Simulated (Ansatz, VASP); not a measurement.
**Si7Ge in VASP and in Ansatz**

File INCAR:

```
SYSTEM = Si7Ge
PREC = Accurate ; ENCUT = 520
EDIFF = 1E-7 ; ISMEAR = 0
SIGMA = 0.03 ; LREAL = .False.
LASPH = .True. ; NELM = 100
ALGO = Normal ; ISIF = 2
LWAVE = .False. ; LCHARG = .False.
GGA = PS ; NBANDS = 31
```

Contents of KPOINTS:

```
Automatic mesh
0
Gamma
  8 8 8
  0 0 0
```

POSCAR

```
Si7Ge
1.0
    5.5055964891      0.0000000000      0.0000000000
    0.0000000000      5.5055964891      0.0000000000
    0.0000000000      0.0000000000      5.0805644401
Si Ge
7 1
Direct
    0.2525986838      0.2525986838      0.2525986838
    0.0000000000      0.5000000000      0.5000000000
    0.5000000000      0.5000000000      0.0000000000
    0.5000000000      0.0000000000      0.5000000000
    0.7474013162      0.2525986838      0.7474013162
    0.7474013162      0.7474013162      0.2525986838
    0.2525986838      0.7474013162      0.7474013162
    0.0000000000      0.0000000000      0.0000000000
```

Input for Ansatz:

```yaml
crystal:
  lattice:
    - [5.5055964891, 0.0, 0.0]
    - [0.0, 5.5055964891, 0.0]
    - [0.0, 0.0, 5.0805644401]
  atoms:
    - { symbol: Si, position: [0.2525986838, 0.2525986838, 0.2525986838] }
    - { symbol: Si, position: [0.0, 0.5, 0.5] }
    - { symbol: Si, position: [0.5, 0.5, 0.0] }
    - { symbol: Si, position: [0.5, 0.0, 0.5] }
    - { symbol: Si, position: [0.7474013162, 0.2525986838, 0.7474013162] }
    - { symbol: Si, position: [0.7474013162, 0.7474013162, 0.2525986838] }
    - { symbol: Si, position: [0.2525986838, 0.7474013162, 0.7474013162] }
    - { symbol: Ge, position: [0.0, 0.0, 0.0] }
basis:
  ecutwfc: 420
kpoints:
  mp_grid: { grid: [8, 8, 8] }
hamiltonian:
  xc: pbesol
  pseudopotentials: { kind: paw, azcp: { folder: soft_1 } }
scf:
  occupations: { method: gaussian, width: 0.03 }
output:
  forces: true
  stress: true
  eigenvalues: true
```

Alike in both runs: task single point; functional PBEsol; k mesh 8 × 8 × 8; occupations gaussian, width 0.03 eV; no spin polarisation.

```csv
,VASP,Ansatz
version,VASP 6.6.1,Ansatz 0.2.0
potentials or method,"VASP PAW PBE potentials, release 64 (Si, Ge_d), cutoff 520 eV","scalar-relativistic, plane waves, PAW"
valence electrons in the cell,42,42
```

```tsv
	VASP	Ansatz	Ansatz less VASP
gap on the k mesh at the Fermi level (eV)	none	none	-
pressure (GPa)	5.4	5.3	-0.09
traceless stress, the component that is largest in VASP (GPa)	3.96	3.97	+0.006
rms of the force components (eV/Å)	0.015	0.015	+0.0005
```

VASP's potentials were made for PBE, not for PBEsol, and Ansatz warns of the same on its side. Atom by atom the forces differ by 0.004 eV/Å (rms over components). A gap of «none» marks a metal or a gap that the smearing closes.
